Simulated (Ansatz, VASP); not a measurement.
One calculation of HfC, two programs

```
CELL_PARAMETERS angstrom
0.00000 2.32500 2.32500
2.32500 0.00000 2.32500
2.32500 2.32500 0.00000
ATOMIC_POSITIONS crystal
Hf 0.47000 0.47000 0.53000
C 0.03000 0.03000 0.97000
```

Change from the starting cell: shortest bond scaled by 0.88, PAW files.

Alike in both runs: task electric field gradients; functional PBEsol; k mesh 11 × 11 × 11; occupations fermi-dirac, width 0.05 eV; no spin polarisation.

|  | VASP | Ansatz |
| --- | --- | --- |
| version | VASP 6.6.1 | Ansatz 0.2.0 |
| potentials or method | VASP PAW PBE potentials, release 64 (Hf_pv, C) | PAW with Ansatz's default frozen-core files, scalar-relativistic |
| plane-wave cutoff (eV) | 520 | 420 |
| valence electrons in the cell | 14 | 30 |

```tsv
	VASP	Ansatz	Ansatz less VASP
pressure (GPa)	0.7	1.0	+0.28
traceless stress, the component that is largest in VASP (GPa)	17.29	16.90	-0.393
rms of the force components (eV/Å)	1.642	1.626	-0.0155
size of Vzz on the site where it differs most (V/Å²)	91.4	111.7	+20.34
```

VASP's potentials were made for PBE, not for PBEsol. Atom by atom the forces differ by 0.016 eV/Å (rms over components). VASP's potentials hold 14 valence electrons a cell and Ansatz's 30, so a difference there can come from the potentials and not from the codes.

Neither program's run includes spin-orbit coupling.
